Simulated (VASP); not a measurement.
ZrB2:

```
Zr B
1.0
     2.32070    1.33985    3.88102
    -2.32070    1.33985    3.88102
     0.00000   -2.67971    3.88102
Zr B
2 4
Direct
  0.27959 0.27959 0.27959
  0.72041 0.72041 0.72041
  0.50000 0.50000 0.50000
  0.00000 0.00000 0.00000
  0.14097 0.14097 0.14097
  0.85903 0.85903 0.85903
```

* Program: VASP 6.6.1
* Task: relaxation of cell and atoms
* Functional: PBE
* Potentials or basis: VASP PAW PBE potentials, release 64 (Zr_sv, B)
* Cutoff: 600 eV
* k mesh: 6 × 6 × 6
* Occupations: gaussian, width 0.1 eV
* Spin: no spin polarisation

At the start: pressure 33.3 GPa; volume 12.07 Å³/atom.

Question: Where does the relaxation end?

Answer: Over 39 steps the energy falls by 2186.2 meV/atom and the volume is 12.23 Å³/atom (+1.4 %); space group R-3m (No. 166, to 0.05 Å).

Step by step:
```
step  energy change (eV)  largest force (eV/Å)  pressure (GPa)  volume (Å³)
   1              0.0000               19.6198           33.32        72.41
   2             15.5899               56.8286           58.58        95.58
   3             -4.6566               13.6927           14.45        80.58
   4             -5.6521               11.9960           13.15        79.25
   5             -7.3216                7.8000           14.27        75.88
   6             -7.4580                4.9409           18.06        74.16
   7             -7.4812                6.1351           16.41        74.80
   8             -6.9796                2.4227          -18.07        88.13
   9             -8.8606                1.7047           -5.91        80.30
  10             -8.8746                1.6711           -4.70        79.87
  11             -8.8762                1.6532           -4.04        79.65
  12             -9.1232                1.5257           -1.24        76.93
  13             -9.4189                2.6200           12.20        69.10
  14             -9.4354                1.8665            7.79        71.06
  15             -9.5386                1.9955            8.07        70.69
  16             -9.8537                2.3775            9.12        69.55
  17            -10.3915                3.3071           13.60        67.21
  18            -10.7765                5.8924           33.36        62.23
  19            -10.9059                4.6767           22.50        64.44
  20            -10.9299                5.1411           26.08        63.63
  21            -11.0966                5.0650           26.09        63.61
  22            -11.4523                4.7991           27.02        63.50
  23            -11.2491                5.5793           33.88        63.03
  24            -11.5197                4.6583           29.15        63.35
  25            -11.8668                4.0014           24.50        64.23
  26            -12.5782                2.4469           12.56        66.88
  27            -12.9257                0.6752           -3.72        72.37
  28            -12.9403                0.8570           -1.82        71.53
  29            -12.9410                0.9271           -1.09        71.23
  30            -12.9583                0.8543           -0.74        71.17
  31            -13.0022                0.6047            0.36        70.99
  32            -13.0426                0.6460            2.89        70.62
  33            -13.0679                0.5830            2.06        71.30
  34            -13.0975                0.3637            0.10        73.31
  35            -13.1125                0.1410           -0.45        73.60
  36            -13.1143                0.1375           -0.69        73.74
  37            -13.1166                0.0844            0.01        73.43
  38            -13.1169                0.0593            0.35        73.28
  39            -13.1173                0.0147            0.06        73.39
```

Final structure:
```
Zr B
1.0
     1.98919    1.14846    5.35455
    -1.98919    1.14846    5.35455
     0.00000   -2.29692    5.35455
Zr B
2 4
Direct
  0.24552 0.24552 0.24552
  0.75448 0.75448 0.75448
  0.50000 0.50000 0.50000
  0.00000 0.00000 0.00000
  0.10083 0.10083 0.10083
  0.89917 0.89917 0.89917
```
